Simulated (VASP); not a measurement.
# AlCl2 (Ibam) in VASP: single point with PBE

Aim: the single point of AlCl2 with PBE.

Program: VASP 6.6.1. These are calculated values, not measurements. Logs are shortened: lines on timing, memory, paths and dates and some standing lists are left out, and cuts for length are marked.

## (1) The cell of the first run

The structure is orthorhombic, space group Ibam (No. 72). The conventional cell has a = 5.544 Å, b = 10.287 Å, c = 5.483 Å, α = 90.00°, β = 90.00°, γ = 90.00°. Within 2.8 Å of Cl (site symmetry m) lie 2 Al at 2.13 Å. Within 2.8 Å of Al (site symmetry 222) lie 4 Cl at 2.13 Å and 2 Al at 2.74 Å.

## (2) Single point, PBE

The input, INCAR:

```
PREC = Accurate
ENCUT = 520
EDIFF = 1E-6
ISMEAR = -1
SIGMA = 0.1
LREAL = F
LASPH = T
NELM = 100
ALGO = Normal
ISIF = 2
LWAVE = F
LCHARG = F
GGA = PE
NBANDS = 26
```

The input, KPOINTS:

```
Automatic mesh
0
Gamma
  7 7 7
```

The input, POSCAR:

```
AlCl2
1.0
    0.0000000000      0.0000000000      5.4829420000
    5.5437820000      0.0000000000      0.0000000000
    2.7718910000      5.1436020000     -2.7414710000
Cl Al
4 2
Direct
    0.1117100000      0.0952900000      0.2234200000
    0.8882900000      0.9047100000      0.7765800000
    0.3882900000      0.3187100000      0.7765800000
    0.6117100000      0.6812900000      0.2234200000
    0.2500000000      0.0000000000      0.0000000000
    0.7500000000      0.0000000000      0.0000000000
```

Potentials or basis: VASP PAW PBE potentials, release 64 (Cl, Al).

Started as:

```bash
> cat potpaw_PBE.64/Cl/POTCAR potpaw_PBE.64/Al/POTCAR > POTCAR
> mpirun -np 1 vasp_std > vasp.out
```

OUTCAR:

```text
PREC = Accurate
   ENCUT = 520
   EDIFF = 1E-6
   ISMEAR = -1
   LREAL = F
   LASPH = T
   NELM = 100
   ISIF = 2
   GGA = PE

 ion  position               nearest neighbor table
   1  0.112  0.095  0.223-   5 2.13   6 2.13
   2  0.888  0.905  0.777-   6 2.13   5 2.13
   3  0.388  0.319  0.777-   5 2.13   6 2.13
   4  0.612  0.681  0.223-   6 2.13   5 2.13
   5  0.250  0.000  0.000-   1 2.13   3 2.13   2 2.13   4 2.13   6 2.74   6 2.74
   6  0.750  0.000  0.000-   2 2.13   4 2.13   1 2.13   3 2.13   5 2.74   5 2.74

  LATTYP: Found a body centered orthorhombic cell.
 ALAT       =     5.4829420000
 B/A-ratio  =     1.0110962326
 C/A-ratio  =     1.8762197375

  Lattice vectors:

 A1 = (   2.7718910000,  -5.1436020000,   2.7414710000)
 A2 = (  -2.7718910000,  -5.1436020000,  -2.7414710000)
 A3 = (   2.7718910000,   5.1436020000,  -2.7414710000)

Analysis of symmetry for initial positions (statically):
=====================================================================
 Subroutine PRICEL returns:
 Original cell was already a primitive cell.

 Routine SETGRP: Setting up the symmetry group for a
 body centered orthorhombic supercell.

 Subroutine GETGRP returns: Found  8 space group operations
 (whereof  4 operations were pure point group operations)
 out of a pool of  8 trial point group operations.

The static configuration has the point symmetry C_2h.
 The point group associated with its full space group is D_2h.

Analysis of symmetry for dynamics (positions and initial velocities):
=====================================================================
 Subroutine PRICEL returns:
 Original cell was already a primitive cell.

 Routine SETGRP: Setting up the symmetry group for a
 body centered orthorhombic supercell.

 Subroutine GETGRP returns: Found  8 space group operations
 (whereof  4 operations were pure point group operations)
 out of a pool of  8 trial point group operations.

The dynamic configuration has the point symmetry C_2h.
 The point group associated with its full space group is D_2h.

 Subroutine INISYM returns: Found  8 space group operations
 (whereof  4 operations are pure point group operations),
 and found     1 'primitive' translations

----------------------------------------------------------------------------------------

                                     Primitive cell

  volume of cell :     156.3461

  direct lattice vectors                    reciprocal lattice vectors
     0.000000000  0.000000000  5.482942000     0.000000000  0.097208143  0.182383837
     5.543782000  0.000000000  0.000000000     0.180382273 -0.097208143  0.000000000
     2.771891000  5.143602000 -2.741471000     0.000000000  0.194416286  0.000000000

  length of vectors
     5.482942000  5.543782000  6.454121512     0.206671931  0.204907754  0.194416286

  position of ions in fractional coordinates (direct lattice)
     0.111710000  0.095290000  0.223420000
     0.888290000  0.904710000  0.776580000
     0.388290000  0.318710000  0.776580000
     0.611710000  0.681290000  0.223420000
     0.250000000  0.000000000  0.000000000
     0.750000000  0.000000000  0.000000000

  ion indices of the primitive-cell ions
   primitive index   ion index
                 1           1
                 2           2
                 3           3
                 4           4
                 5           5
                 6           6

----------------------------------------------------------------------------------------

 KPOINTS: Automatic mesh

Automatic generation of k-mesh.
 Grid dimensions read from file:
 generate k-points for:    7    7    7

 Generating k-lattice:

  Cartesian coordinates                     Fractional coordinates (reciprocal lattice)
     0.000000000  0.013886878  0.026054834     0.142857143  0.000000000  0.000000000
     0.025768896 -0.013886878  0.000000000     0.000000000  0.142857143  0.000000000
     0.000000000  0.027773755  0.000000000     0.000000000  0.000000000  0.142857143

  Length of vectors
     0.029524562  0.029272536  0.027773755

  Shift w.r.t. Gamma in fractional coordinates (k-lattice)
     0.000000000  0.000000000  0.000000000

 Subroutine IBZKPT returns following result:
 ===========================================

 Found     64 irreducible k-points:

 Following reciprocal coordinates:
            Coordinates               Weight
  0.000000  0.000000  0.000000      1.000000
  0.142857  0.000000 -0.000000      4.000000
  0.285714  0.000000 -0.000000      4.000000
  0.428571  0.000000 -0.000000      4.000000
  0.000000  0.142857  0.000000      4.000000
  0.142857  0.142857 -0.000000      4.000000
[... 16 lines left out ...]
 -0.428571  0.428571  0.000000      8.000000
 -0.285714  0.428571  0.000000      8.000000
 [... further k-points ...]
   k-points           NKPTS =     64   k-points in BZ     NKDIM =     64   number of bands    NBANDS=     26
   number of dos      NEDOS =    301   number of ions     NIONS =      6
   total plane-waves  NPLWV =  84672
   dimension x,y,z NGX =    42 NGY =   42 NGZ =   48
   dimension x,y,z NGXF=    84 NGYF=   84 NGZF=   96
   ions per type =               4   2
   NGX,Y,Z   is equivalent  to a cutoff of  12.73, 12.59, 12.36 a.u.
   NGXF,Y,Z  is equivalent  to a cutoff of  25.47, 25.19, 24.73 a.u.
 SYSTEM =  unknown system
   PREC   = accura    normal or accurate (medium, high low for compatibility)
   ISTART =      0    job   : 0-new  1-cont  2-samecut
   ICHARG =      2    charge: 1-file 2-atom 10-const
   ISPIN  =      1    spin polarized calculation?
   LNONCOLLINEAR =      F non collinear calculations
   LSORBIT =      F    spin-orbit coupling
   LASPH  =      T    aspherical Exc in radial PAW
   ENCUT  =  520.0 eV  38.22 Ry    6.18 a.u.  10.19 10.31 12.00*2*pi/ulx,y,z
   NELM   =    100;   NELMIN=  2; NELMDL= -5     # of ELM steps
   EDIFF  = 0.1E-05   stopping-criterion for ELM
   LREAL  =      F    real-space projection
   EDIFFG = 0.1E-04   stopping-criterion for IOM
   NSW    =      0    number of steps for IOM
   IBRION =     -1    ionic relax: 0-MD 1-quasi-New 2-CG
   NFREE  =      0    steps in history (QN), initial steepest desc. (CG)
   ISIF   =      2    stress and relaxation
   ISYM   =      2    0-nonsym 1-usesym 2-fastsym
   POTIM  = 0.5000    time-step for ionic-motion
   TEBEG  =    0.0;   TEEND  =   0.0 temperature during run
   PSTRESS=    0.0 pullay stress
   NELECT =      34.0000    total number of electrons
   NUPDOWN=      -1.0000    fix difference up-down
   EMIN   =  10.00;   EMAX   =-10.00  energy-range for DOS
   EFERMI =   0.00;   METHOD = LEGACY
   ISMEAR =    -1;   SIGMA  =   0.10  broadening in eV -4-tet -1-fermi 0-gaus
   EFERMI_NEDOS =   21; number of points for ismear=-14 and -15
   IALGO  =     38    algorithm
   IMIX   =      4    mixing-type and parameters
     AMIX     =   0.40;   BMIX     =  1.00
     AMIX_MAG =   1.60;   BMIX_MAG =  1.00
  volume/ion in A,a.u.               =      26.06       175.85
  Fermi-wavevector in a.u.,A,eV,Ry     =   0.984477  1.860391 13.186689  0.969194
  Thomas-Fermi vector in A             =   2.115712
   LORBIT       =      0    0 simple, 1 ext, 2 COOP (PROOUT), +10 PAW based schemes
   GGA     = PE    functional components
[... 5 lines left out ...]
 non-spin polarized calculation
  energy-cutoff  :      520.00
  volume of cell :      156.35
 maximum number of plane-waves:      4241
 NGX is ok and might be reduce to    42
   NGX = 21   NGY = 21   NGZ = 23

 number of electron      34.0000001 magnetization

 Free energy of the ion-electron system (eV)
  ---------------------------------------------------
  ext. energy  EPLUGINS =         0.00000000
  ---------------------------------------------------
  free energy    TOTEN  =       -15.94592395 eV

  energy without entropy =      -15.77150274  energy(sigma->0) =      -15.85871335

 E-fermi :   5.8734     XC(G=0):  -7.9489

 val. band max:        5.8732787774   @ k =   0.1429   0.0000   0.1429
 cond. band min:       5.8781053980   @ k =   0.4286   0.0000   0.2857
 fundamental gap:      0.0048266206
 Fermi energy:         5.8734169440

 k-point     1 :       0.0000    0.0000    0.0000
  band No.  band energies     occupation
      1     -15.3694      2.00000
      2     -14.4961      2.00000
      3     -14.2738      2.00000
      4     -14.2510      2.00000
      5      -5.2390      2.00000
      6      -5.1159      2.00000
[... 18 lines left out ...]
     25       9.1819      0.00000
     26       9.2505      0.00000

 k-point     2 :       0.1429    0.0000   -0.0000
  band No.  band energies     occupation
      1     -15.3276      2.00000
      2     -14.5399      2.00000
      3     -14.2775      2.00000
      4     -14.2565      2.00000
      5      -5.2130      2.00000
      6      -5.1658      2.00000
[... 18 lines left out ...]
     25       9.1742      0.00000
     26       9.2629      0.00000

 k-point     3 :       0.2857    0.0000   -0.0000
  band No.  band energies     occupation
      1     -15.2094      2.00000
      2     -14.6628      2.00000
      3     -14.2848      2.00000
      4     -14.2698      2.00000
      5      -5.2032      2.00000
      6      -5.1621      2.00000
[... 18 lines left out ...]
     25       8.7700      0.00000
     26       8.8067      0.00000

 k-point     4 :       0.4286    0.0000   -0.0000
  band No.  band energies     occupation
      1     -15.0359      2.00000
      2     -14.8404      2.00000
      3     -14.2883      2.00000
      4     -14.2828      2.00000
      5      -5.1731      2.00000
      6      -5.1418      2.00000
[... 18 lines left out ...]
     25       8.7438      0.00000
     26       9.0487      0.00000
[... 496 lines left out ...]
      1     -15.0020      2.00000
      2     -14.8157      2.00000
      3     -14.3241      2.00000
      4     -14.3060      2.00000
      5      -5.2765      2.00000
      6      -5.2197      2.00000
[... 18 lines left out ...]
     25       8.7745      0.00000
     26       9.1899      0.00000

 k-point    23 :      -0.4286    0.4286    0.0000
  band No.  band energies     occupation
      1     -14.9877      2.00000
      2     -14.8256      2.00000
      3     -14.3219      2.00000
      4     -14.3144      2.00000
      5      -5.2555      2.00000
      6      -5.2218      2.00000
[... 18 lines left out ...]
     25       9.0584      0.00000
     26       9.1054      0.00000

 k-point    24 :      -0.2857    0.4286    0.0000
  band No.  band energies     occupation
      1     -15.1385      2.00000
      2     -14.6588      2.00000
      3     -14.3364      2.00000
      4     -14.3060      2.00000
      5      -5.2657      2.00000
      6      -5.1235      2.00000
[... 18 lines left out ...]
     25       8.6956      0.00000
     26       9.2939      0.00000

 [... further k-points ...]
[... 5 lines left out ...]
  --------------------------------------------------------------------------------------
  -------------------------------------------------------------------------------------
  Total       10.3655787     10.3664464     18.1367200     -0.0000000      0.0000000      0.0000000
  in kB      106.2226135    106.2315059    185.8583931     -0.0000000      0.0000000      0.0000000
  external PRESSURE =     132.7708375 kB  Pullay stress =       0.0000000 kB

 VOLUME and BASIS-vectors are now :
 -----------------------------------------------------------------------------
  energy-cutoff  :      520.00
  volume of cell :      156.35
      direct lattice vectors                 reciprocal lattice vectors
     0.000000000  0.000000000  5.482942000     0.000000000  0.097208143  0.182383837
     5.543782000  0.000000000  0.000000000     0.180382273 -0.097208143  0.000000000
     2.771891000  5.143602000 -2.741471000     0.000000000  0.194416286  0.000000000

 POSITION                                       TOTAL-FORCE (eV/Angst)
 -----------------------------------------------------------------------------------
      1.14756      1.14918      0.00000         2.168553      2.182719      0.000000
      7.16811      3.99442      2.74147        -2.168553     -2.182719     -0.000000
      3.91945      3.99442     -0.00000         2.168553     -2.182719     -0.000000
      4.39622      1.14918      2.74147        -2.168553      2.182719      0.000000
      0.00000      0.00000      1.37074         0.000000      0.000000     -0.000000
      0.00000      0.00000      4.11221        -0.000000      0.000000      0.000000
 -----------------------------------------------------------------------------------
    total drift:                               -0.000000      0.000000     -0.000000

  FREE ENERGIE OF THE ION-ELECTRON SYSTEM (eV)
  ---------------------------------------------------
  free  energy   TOTEN  =       -15.9459239511 eV

  energy  without entropy=      -15.7715027426  energy(sigma->0) =      -15.85871335
```

Wall time 1.9 min (1 thread of Intel Xeon 6975P-C (Granite Rapids), shared host); peak memory 0.38 GiB.

What came out:

```yaml
Free_energy: -15.9459 eV
Pressure: 13.3 GPa
Largest_force: 3.077 eV/Å
Band_gap_on_the_k_mesh: zero (band 17 reaches 6.16 eV, above the bottom of band 18 at 5.30 eV)
```

Forces in eV/Å, atoms in the order of the input:
```
Cl   2.169  2.183  0.000
Cl  -2.169 -2.183  0.000
Cl   2.169 -2.183  0.000
Cl  -2.169  2.183  0.000
Al   0.000  0.000  0.000
Al   0.000  0.000  0.000
```

Stress tensor (GPa, compression positive):
```
10.62  0.00  0.00
 0.00 10.62  0.00
 0.00  0.00 18.59
```

Caveat: forces of over 1 eV/Å act on the atoms, so gaps and moduli don't describe the material at rest.
